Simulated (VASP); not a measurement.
Set up this calculation in VASP 6.6.1, as the native input.

```yaml
Task: single point
Functional: PBE
Potentials_or_basis: VASP PAW PBE potentials, release 64 (S)
Cutoff: 520 eV
k_mesh: 47 × 47 × 47
Occupations: fermi-dirac, width 0.0612256 eV
Spin: no spin polarisation
Dipole_correction: no
Further_INCAR_settings: ALGO = Normal; EDIFF = 1e-06; NBANDS = 9
```

The structure of S lies in POSCAR:

```
S
1.0
    0.0000000000      1.9951134874      1.9951134874
    1.9951134874      0.0000000000      1.9951134874
    1.9951134874      1.9951134874      0.0000000000
S
1
Direct
    0.0000000000      0.0000000000      0.0000000000
```

This isn't the form of S at room conditions, which is orthorhombic, of S8 rings.

One way to write it, as run:

INCAR

```
PREC     = Accurate       # precision mode
ENCUT    = 520            # plane-wave cutoff, eV
EDIFF    = 1E-6           # SCF threshold, eV
ISMEAR   = -1             # smearing method
SIGMA    = 0.06122561905347299 # smearing width, eV
LREAL    = False          # projectors in reciprocal space
LASPH    = True           # aspherical terms in the spheres
NELM     = 60             # most SCF steps
ALGO     = Normal         # electronic algorithm
ISIF     = 2              # what is computed and relaxed
LWAVE    = False          # write WAVECAR
LCHARG   = False          # write CHGCAR
GGA      = PE             # functional
NBANDS   = 9              # bands
```

KPOINTS

```
Automatic mesh
0
Gamma
  47 47 47
```

Potentials or basis: VASP PAW PBE potentials, release 64 (S).

Launch:

```sh
$ cat potpaw_PBE.64/S/POTCAR > POTCAR
$ mpirun -np 1 vasp_std > vasp.out
```

Results of the run:

* Pressure: -0.2 GPa
* Band gap on the k mesh: zero (bands 3 and 4 overlap by 5.65 eV)

Wall time 120 s on 1 thread of AMD EPYC 9R45 96-Core Processor (Zen 5) (shared host), peak memory 0.38 GiB.
